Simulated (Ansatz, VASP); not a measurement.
# CuO in VASP and in Ansatz

```
Cu O
1.0
    -3.00858    3.00858    3.00858
     3.00858   -3.00858    3.00858
     3.00858    3.00858   -3.00858
Cu O
4 4
Direct
  0.25000 0.25000 0.25000
  0.50000 0.00000 0.25000
  0.00000 0.25000 0.50000
  0.25000 0.50000 0.00000
  0.75000 0.75000 0.75000
  0.50000 0.00000 0.75000
  0.00000 0.75000 0.50000
  0.75000 0.50000 0.00000
```

Alike in both runs: functional PBE; k mesh 8 × 8 × 8; occupations gaussian, width 0.02 eV; no spin polarisation.

Ansatz relaxed the structure, and its values are those at the end. VASP's run is a single point on that final structure, the one shown.

|  | VASP | Ansatz |
| --- | --- | --- |
| version | VASP 6.6.1 | Ansatz 0.2.0 |
| potentials or method | VASP PAW PBE potentials, release 64 (Cu, O), cutoff 520 eV | scalar-relativistic, plane waves, PAW |
| valence electrons in the cell | 68 | 100 |

|  | VASP | Ansatz | Ansatz less VASP |
| --- | --- | --- | --- |
| gap on the k mesh at the Fermi level (eV) | 0.27 | 0.27 | -0.002 |
| least direct gap on the mesh (eV) | 0.36 | 0.36 | -0.002 |
| pressure (GPa) | 0.0 | 0.0 | -0.03 |

VASP's potentials hold 68 valence electrons a cell and Ansatz's 100, so a difference there can come from the potentials and not from the codes.
